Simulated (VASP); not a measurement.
Write the native input for VASP 6.6.1 that does the following.

- Task: single point
- Functional: PBE
- Potentials or basis: VASP PAW PBE potentials, release 64 (C)
- Cutoff: 520 eV
- k mesh: 12 × 12 × 2
- Occupations: gaussian, width 0.05 eV
- Spin: no spin polarisation
- Dipole correction: no
- Further INCAR settings: ALGO = Normal; EDIFF = 1e-07; NBANDS = 36

The structure of C lies in POSCAR:

```
C
1.0
    2.5204761256      0.0000000000      0.0000000000
   -1.2602380628      2.1827963544      0.0000000000
    0.0000000000      0.0000000000     12.4289214365
C
12
Direct
    0.0000000000      0.0000000000      0.1868577048
    0.0000000000      0.0000000000      0.6868577048
    0.0000000000      0.0000000000      0.3131422952
    0.0000000000      0.0000000000      0.8131422952
    0.3333333333      0.6666666667      0.5207667974
    0.6666666667      0.3333333333      0.0207667974
    0.3333333333      0.6666666667      0.9792332026
    0.6666666667      0.3333333333      0.4792332026
    0.3333333333      0.6666666667      0.6450902117
    0.6666666667      0.3333333333      0.1450902117
    0.3333333333      0.6666666667      0.8549097883
    0.6666666667      0.3333333333      0.3549097883
```

One way to write it, as run:

INCAR

```
SYSTEM = C
ALGO = Normal ; EDIFF = 1E-7
ENCUT = 520 ; GGA = PE
ISIF = 2 ; ISMEAR = 0
LASPH = .True. ; LCHARG = .True.
LELF = .True. ; LREAL = .False.
LVHAR = .True. ; LWAVE = .False.
NBANDS = 36 ; NELM = 60
PREC = Accurate ; SIGMA = 0.05
```

KPOINTS

```
k-points
0
Gamma
  12 12 2
  0 0 0
```

Potentials or basis: VASP PAW PBE potentials, release 64 (C).

Launch:

```bash
$ cat potpaw_PBE.64/C/POTCAR > POTCAR
$ mpirun -np 1 vasp_std > vasp.out
```

Results of the run:

```
Pressure               : 0.7 GPa
Largest force          : 0.004 eV/Å
Band gap on the k mesh : 4.44 eV, indirect (least direct gap 5.38 eV)
```

Run time: 44 s on 1 thread of Intel(R) Xeon(R) 6975P-C (Granite Rapids), with other jobs on the host, peak memory 0.2 GiB.
